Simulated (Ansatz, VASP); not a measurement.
# One calculation of Si2C3, two programs

```xyz
10
Lattice="2.7740 0.0000 0.0000 -1.3870 2.4024 0.0000 0.0000 0.0000 13.9776" Properties=species:S:1:pos:R:3 pbc="T T T"
Si    0.0000    1.6016    0.0000
Si    0.0000    1.6016    4.8784
Si    0.0000    1.6016    9.0993
Si    1.3870    0.8008    6.9888
C     0.0000    1.6016    1.9697
C     0.0000    1.6016   12.0079
C     1.3870    0.8008    2.4769
C     1.3870    0.8008    4.0275
C     1.3870    0.8008    9.9501
C     1.3870    0.8008   11.5007
```

Alike in both runs: functional PBE; k mesh 6 × 6 × 1; occupations gaussian, width 0.1 eV; no spin polarisation.

Ansatz relaxed the structure, and its values are those at the end. VASP's run is a single point on that final structure, the one shown.

```csv
,VASP,Ansatz
version,VASP 6.6.1,Ansatz 0.2.0
potentials or method,"VASP PAW PBE potentials, release 64 (Si, C), cutoff 520 eV","scalar-relativistic, plane waves, PAW"
valence electrons in the cell,40,40
```

Ansatz gave:

```
gap on the k mesh at the Fermi level (eV) : none
pressure (GPa)                            : -0.1
rms of the force components (eV/Å)        : 0.009
```

Q: Estimate VASP's values.

A: gap on the k mesh at the Fermi level (eV): none; pressure (GPa): 0.0; rms of the force components (eV/Å): 0.018.

A gap of «none» marks a metal or a gap that the smearing closes.

The k mesh is coarse, so the values compare programs but aren't converged.
